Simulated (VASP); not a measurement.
Set up this calculation in VASP 6.6.1, as the native input.

```yaml
Task: single point
Functional: PBE
Dispersion: D3(BJ)
Potentials_or_basis: VASP PAW PBE potentials, release 64 (Sb, Ga_d)
Cutoff: 520 eV
k_mesh: 8 × 8 × 8
Occupations: fermi-dirac, width 0.05 eV
Spin: no spin polarisation
Dipole_correction: no
Further_INCAR_settings: ALGO = Normal; EDIFF = 1e-07; NBANDS = 16
```

The structure of GaSb lies in POSCAR:

```
GaSb
1.0
    0.0000000000      3.0649608583      3.0649608583
    3.0649608583      0.0000000000      3.0649608583
    3.0649608583      3.0649608583      0.0000000000
Sb Ga
1 1
Direct
    0.7500000000      0.7500000000      0.7500000000
    0.0000000000      0.0000000000      0.0000000000
```

The input as run:

INCAR

```
ALGO = Normal
EDIFF = 1E-7
ENCUT = 520
GGA = PE
ISIF = 2
ISMEAR = -1
IVDW = 12
LASPH = T
LCHARG = F
LREAL = F
LWAVE = F
NBANDS = 16
NELM = 80
PREC = Accurate
SIGMA = 0.05
```

KPOINTS

```
k-points
0
Gamma
  8 8 8
```

Potentials or basis: VASP PAW PBE potentials, release 64 (Sb, Ga_d).

Launch:

```bash
$ cat potpaw_PBE.64/Sb/POTCAR potpaw_PBE.64/Ga_d/POTCAR > POTCAR
$ mpirun -np 1 vasp_std > vasp.out
```

Results of the run:

```
Pressure                   : 0.1 GPa
Band gap on the k mesh     : zero (filled and empty bands touch)
Dispersion energy per atom : -0.330 eV
```

Caveat: spin-orbit coupling is left out, which moves the levels of the heavy elements; pairwise dispersion overbinds metals, which lowers pressure and volume.

Wall time 22 s on 1 thread of Intel(R) Xeon(R) Platinum 8259CL CPU @ 2.50GHz (Skylake/Cascade Lake), on a shared host, peak memory 0.19 GiB.
